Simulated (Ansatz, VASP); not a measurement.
**Hf3Si2F in VASP and in Ansatz**

The input INCAR:

```
SYSTEM = Hf3Si2F
  ALGO = Normal
  EDIFF = 1E-6
  EDIFFG = -0.04
  ENCUT = 600
  GGA = PE
  IBRION = 2
  ISIF = 3
  ISMEAR = 0
  LASPH = .True.
  LCHARG = .False.
  LREAL = .False.
  LWAVE = .False.
  NELM = 60
  NSW = 90
  PREC = Accurate
  SIGMA = 0.1
```

Contents of KPOINTS:

```
k-points
0
Gamma
  4 4 4
  0 0 0
```

File POSCAR:

```
Hf3Si2F
1.0
   -2.7469144400      2.7469144400      4.1299707900
    2.7469144400     -2.7469144400      4.1299707900
    2.7469144400      2.7469144400     -4.1299707900
Hf Si F
3 2 1
Direct
    0.7500000000      0.2500000000      0.5000000000
    0.2500000000      0.7500000000      0.5000000000
    0.0000000000      0.0000000000      0.0000000000
    0.2692911900      0.2692911900      0.0000000000
    0.7307088100      0.7307088100      0.0000000000
    0.5000000000      0.5000000000      0.0000000000
```

Input for Ansatz:

```yaml
crystal:
  lattice:
    - [-2.74691444, 2.74691444, 4.12997079]
    - [2.74691444, -2.74691444, 4.12997079]
    - [2.74691444, 2.74691444, -4.12997079]
  atoms:
    - { symbol: Hf, position: [0.75, 0.25, 0.5] }
    - { symbol: Hf, position: [0.25, 0.75, 0.5] }
    - { symbol: Hf, position: [0.0, 0.0, 0.0] }
    - { symbol: Si, position: [0.26929119, 0.26929119, 0.0] }
    - { symbol: Si, position: [0.73070881, 0.73070881, 0.0] }
    - { symbol: F, position: [0.5, 0.5, 0.0] }
basis:
  ecutwfc: 420
kpoints:
  mp_grid: { grid: [4, 4, 4] }
hamiltonian:
  xc: pbe
scf:
  occupations: { method: gaussian, width: 0.1 }
  lower_state_search: "off"
output:
  forces: true
  stress: true
  eigenvalues: true
relax:
  adjacent_minimum: "off"
  f_tol: 0.04
  max_steps: 70
  cell: { stress_tol: 0.4 }
```

Alike in both runs: task relaxation of cell and atoms; functional PBE; k mesh 4 × 4 × 4; occupations gaussian, width 0.1 eV; no spin polarisation.

|  | VASP | Ansatz |
| --- | --- | --- |
| version | VASP 6.6.1 | Ansatz 0.2.0 |
| potentials or method | VASP PAW PBE potentials, release 64 (Hf_pv, Si, F), cutoff 600 eV | scalar-relativistic, plane waves, PAW |
| valence electrons in the cell | 45 | 93 |

|  | VASP | Ansatz | Ansatz less VASP |
| --- | --- | --- | --- |
| gap on the k mesh at the Fermi level, each at its own relaxed structure (eV) | none | none | - |
| relaxed volume (Å³/atom) | 20.52 | 20.50 | -0.011 |
| relaxed length of the cell vector where the two differ most in proportion (Å) | 5.870 | 5.870 | -0.0005 |

A gap of «none» marks a metal or a gap that the smearing closes. VASP's potentials hold 45 valence electrons a cell and Ansatz's 93, so a difference there can come from the potentials and not from the codes.

The k mesh is coarse, so the values compare programs but aren't converged. Neither program's run includes spin-orbit coupling.
